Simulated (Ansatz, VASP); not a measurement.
BiTe: VASP beside Ansatz

Contents of INCAR:

```
SYSTEM = BiTe
ALGO = Normal
EDIFF = 1E-6
ENCUT = 520
GGA = CA
ISIF = 2
ISMEAR = -1
LASPH = .True.
LCHARG = .True.
LELF = .True.
LREAL = .False.
LVHAR = .True.
LWAVE = .False.
NBANDS = 18
NELM = 80
PREC = Accurate
SIGMA = 0.08
```

File KPOINTS:

```
k-points
0
Gamma
  10 10 10
  0 0 0
```

POSCAR

```
BiTe
1.0
    0.0000000000      3.1703000000      3.2350000000
    3.1703000000      0.0000000000      3.2350000000
    3.1703000000      3.1703000000      0.0000000000
Bi Te
1 1
Direct
    0.0000000000      0.0000000000      0.0000000000
    0.5000000000      0.5000000000      0.5000000000
```

Input for Ansatz:

```yaml
crystal:
  lattice:
    - [0.0, 3.1703, 3.235]
    - [3.1703, 0.0, 3.235]
    - [3.1703, 3.1703, 0.0]
  atoms:
    - { symbol: Bi, position: [0.0, 0.0, 0.0] }
    - { symbol: Te, position: [0.5, 0.5, 0.5] }
kpoints:
  mp_grid: { grid: [10, 10, 10] }
  band_path:
    path:
      - [0.0, 0.0, 0.0]
      - [0.0, 0.5, 0.5]
      - [0.25, 0.75, 0.5]
      - [0.0, 0.5, 0.0]
      - [0.0, 0.0, 0.0]
      - [0.5, 0.5, 0.0]
      - [0.37005, 0.62995, 0.0]
      - [-0.37005, 0.37005, 0.0]
      - [0.0, 0.0, 0.0]
    npoints: 5
scf:
  occupations: { method: fermi_dirac, width: 0.08 }
hamiltonian:
  xc: lda
  pseudopotentials: { kind: all_electron, lapw: { basis_error: 0.0005 } }
output:
  forces: true
  stress: true
  eigenvalues: true
```

Change from the starting cell: equal xx and yy strain of -2 %.

Alike in both runs: task single point; functional LDA; k mesh 10 × 10 × 10; occupations fermi-dirac, width 0.08 eV; no spin polarisation.

```csv
,VASP,Ansatz
version,VASP 6.6.1,Ansatz 0.2.0
potentials or method,"VASP PAW LDA potentials, release 64 (Bi_d, Te), cutoff 520 eV","all-electron LAPW, scalar-relativistic"
```

Ansatz gave:

* pressure (GPa): -0.8
* traceless stress, the component that is largest in VASP (GPa): -1.07

Task: What did VASP give for the same quantities?

Result: Pressure (GPa): -0.7; traceless stress, the component that is largest in VASP (GPa): -1.07.

LDA's correlation is that of Perdew and Zunger in VASP and of Perdew and Wang (1992) in Ansatz. Ansatz ran all-electron here, and VASP with PAW potentials.

Spin-orbit coupling is off throughout.
